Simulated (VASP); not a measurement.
Input of a VASP 6.6.1 run:

File INCAR:

```
  PREC = Accurate
  ENCUT = 520
  EDIFF = 1E-6
  ISMEAR = -1
  SIGMA = 0.1
  LREAL = F
  LASPH = T
  NELM = 60
  ALGO = Normal
  ISIF = 2
  LWAVE = F
  LCHARG = T
  LELF = T
  LVHAR = T
  NBANDS = 12
```

KPOINTS

```
regular mesh
0
Gamma
  18 18 5
```

POSCAR

```
Be
1.0
    2.2760496631      0.0000000000      0.0000000000
   -1.1380248316      1.9711168285      0.0000000000
    0.0000000000      0.0000000000      7.2590131855
Be
4
Direct
    1.0000000000      0.0000000000      0.0000000000
    1.0000000000      0.0000000000      0.5000000000
    0.3333333333      0.6666666667      0.2500000000
    0.6666666667      0.3333333333      0.7500000000
```

Potentials or basis: VASP PAW LDA potentials, release 64 (Be).

Run with:

```console
$ cat potpaw_LDA.64/Be/POTCAR > POTCAR
$ mpirun -np 1 vasp_std > vasp.out
```

Q: What does it give for the pressure?

A: -8.5 GPa.

Q: Estimate the band gap on the k mesh.

A: Zero (bands 4 and 5 overlap by 1.33 eV).

Caveat: the cell stands under tension.
